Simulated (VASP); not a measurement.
# Pt: single point with PBE

Pt:

```
Pt
1.0
    -1.58549    1.58549    1.58549
     1.58549   -1.58549    1.58549
     1.58549    1.58549   -1.58549
Pt
1
Cartesian
  0.0000 0.0000 0.0000
```

```
Program                : VASP 6.6.1
Task                   : single point
Functional             : PBE
Potentials or basis    : VASP PAW PBE potentials, release 64 (Pt)
Cutoff                 : 520 eV
k mesh                 : 18 × 18 × 18
Occupations            : gaussian, width 0.05 eV
Spin                   : non-collinear spin, zero start, spin-orbit coupling
Starting moments       : [[0.0, 0.0, 0.0]] μB
Dipole correction      : no
Further INCAR settings : ALGO = Fast; EDIFF = 1e-06; NBANDS = 21
```

```json
{
 "Pressure": "-1.6 GPa",
 "Net moment": "0.00 μB per cell",
 "Valence electrons inside the program's atomic spheres": "Pt 9.18"
}
```

Moments on the atoms (μB; x, y, z):
```
Pt  0.00 0.00 0.00
```

It took 2.9 min on 1 thread of AMD EPYC 7R13 (shared host), peak memory 0.2 GiB.
